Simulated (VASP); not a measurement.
Set up this calculation in VASP 6.6.1, as the native input.

| Quantity | Value |
| --- | --- |
| Task | electric field gradients |
| Functional | PBE |
| Potentials or basis | VASP PAW PBE potentials, release 64 (Pb_d, S) |
| Cutoff | 520 eV |
| k mesh | 8 × 8 × 8 |
| Occupations | fermi-dirac, width 0.01 eV |
| Spin | no spin polarisation |
| Dipole correction | no |
| Further INCAR settings | ALGO = Normal; EDIFF = 1e-08; NBANDS = 17 |

The structure of PbS lies in POSCAR:

```
PbS
1.0
    0.0000000000      2.9650000000      2.9946500000
    2.9650000000      0.0000000000      2.9946500000
    2.9650000000      2.9650000000      0.0000000000
Pb S
1 1
Direct
    0.0000000000      0.0000000000      0.0000000000
    0.5000000000      0.5000000000      0.5000000000
```

This cell differs from its parent crystal: zz strain of +1 %.

One way to write it, as run:

INCAR

```
SYSTEM = PbS
  ALGO = Normal
  EDIFF = 1E-8
  ENCUT = 520
  GGA = PE
  ISIF = 2
  ISMEAR = -1
  LASPH = .True.
  LCHARG = .False.
  LEFG = .True.
  LREAL = .False.
  LWAVE = .False.
  NBANDS = 17
  NELM = 80
  PREC = Accurate
  SIGMA = 0.01
```

KPOINTS

```
k-points
0
Gamma
  8 8 8
  0 0 0
```

Potentials or basis: VASP PAW PBE potentials, release 64 (Pb_d, S).

The run is started by

```console
$ cat potpaw_PBE.64/Pb_d/POTCAR potpaw_PBE.64/S/POTCAR > POTCAR
$ mpirun -np 1 vasp_std > vasp.out
```

It gave:

The pressure is 1.6 GPa and the band gap on the k mesh is 0.40 eV, direct.

Caveat: the cell differs from its parent crystal (zz strain of +1 %); without QUAD_EFG the Cq values of the log hold for a quadrupole moment of 1 mb, not for the nuclei; spin-orbit coupling is left out, which moves the levels of the heavy elements.

Wall time 26 s on 1 thread of Intel(R) Xeon(R) 6975P-C (Granite Rapids), on a shared host, peak memory 0.2 GiB.
